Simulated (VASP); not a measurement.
Wanted: the native input for a VASP 6.6.1 run.

```yaml
Task: single point
Functional: LDA
Potentials_or_basis: VASP PAW LDA potentials, release 64 (Rb_sv)
Cutoff: 520 eV
k_mesh: 11 × 11 × 11
Occupations: fermi-dirac, width 0.08 eV
Spin: no spin polarisation
Dipole_correction: no
Further_INCAR_settings: ALGO = Normal; EDIFF = 1e-06; NBANDS = 10
```

The structure of Rb lies in POSCAR:

```
Rb
1.0
    3.9064586569      0.0000000000      0.0000000000
   -1.9532293284      3.3830924357      0.0000000000
    0.0000000000      0.0000000000      3.6111531464
Rb
1
Direct
    0.0000000000      0.0000000000      0.0000000000
```

This isn't the form of Rb at room conditions, which is bcc.

One way to write it, as run:

INCAR

```
SYSTEM = Rb
ALGO = Normal
EDIFF = 1E-6
ENCUT = 520
ISIF = 2
ISMEAR = -1
LASPH = .TRUE.
LCHARG = .FALSE.
LREAL = .FALSE.
LWAVE = .FALSE.
NBANDS = 10
NELM = 80
PREC = Accurate
SIGMA = 0.08
```

KPOINTS

```
k-points
0
G
  11 11 11
  0 0 0
```

Potentials or basis: VASP PAW LDA potentials, release 64 (Rb_sv).

Launch:

```sh
$ cat potpaw_LDA.64/Rb_sv/POTCAR > POTCAR
$ mpirun -np 1 vasp_std > vasp.out
```

Results of the run:

```json
{"Pressure": "4.2 GPa", "Band gap on the k mesh": "zero (an odd number of electrons rules out a gap without spin polarisation)"}
```

Caveat: the cell stands under pressure.

Wall time 30 s on 1 thread of AMD EPYC 7R43 64-Core Processor (Zen 3), with other jobs on the host, peak memory 0.13 GiB.
